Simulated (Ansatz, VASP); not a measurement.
## Al in VASP and in Ansatz

The input POSCAR:

```
Al
1.0
   -1.5450262297      1.5450262297      1.5450262297
    1.5450262297     -1.5450262297      1.5450262297
    1.5450262297      1.5450262297     -1.5450262297
Al
1
Direct
    0.0000000000      0.0000000000      0.0000000000
```

Contents of INCAR.step1:

```
SYSTEM = Al
ALGO = Normal
EDIFF = 1E-4
ENCUT = 520
GGA = PE
ISMEAR = 0
LASPH = .True.
LCHARG = .False.
LREAL = .False.
LWAVE = .True.
NBANDS = 8
NELM = 60
PREC = Accurate
SIGMA = 0.1
```

Contents of INCAR.step2:

```
SYSTEM = Al
ALGO = Normal
EDIFF = 1E-6
ENCUT = 520
ISIF = 2
ISMEAR = 0
ISTART = 1
LASPH = .True.
LCHARG = .False.
LMIXTAU = .True.
LREAL = .False.
LWAVE = .False.
METAGGA = R2SCAN
NBANDS = 8
NELM = 60
PREC = Accurate
SIGMA = 0.1
```

File KPOINTS:

```
k-points
0
Gamma
  18 18 18
  0 0 0
```

Input for Ansatz:

```yaml
crystal:
  lattice:
    - [-1.5450262297, 1.5450262297, 1.5450262297]
    - [1.5450262297, -1.5450262297, 1.5450262297]
    - [1.5450262297, 1.5450262297, -1.5450262297]
  atoms:
    - { symbol: Al, position: [0.0, 0.0, 0.0] }
basis:
  ecutwfc: 500
kpoints:
  mp_grid: { grid: [18, 18, 18] }
hamiltonian:
  xc: r2scan
scf:
  occupations: { method: gaussian, width: 0.1 }
output:
  forces: true
  stress: true
  eigenvalues: true
```

Alike in both runs: task single point; functional r2SCAN; k mesh 18 × 18 × 18; occupations gaussian, width 0.1 eV; no spin polarisation.

```csv
,VASP,Ansatz
version,VASP 6.6.1,Ansatz 0.2.0
potentials or method,"VASP PAW PBE potentials, release 64 (Al), cutoff 520 eV","scalar-relativistic, plane waves, PAW"
valence electrons in the cell,3,3
```

|  | VASP | Ansatz | Ansatz less VASP |
| --- | --- | --- | --- |
| gap on the k mesh at the Fermi level (eV) | none | none | - |
| pressure (GPa) | 9.1 | 9.5 | +0.39 |

VASP's potentials were made for PBE, not for r2SCAN. A gap of «none» marks a metal or a gap that the smearing closes.
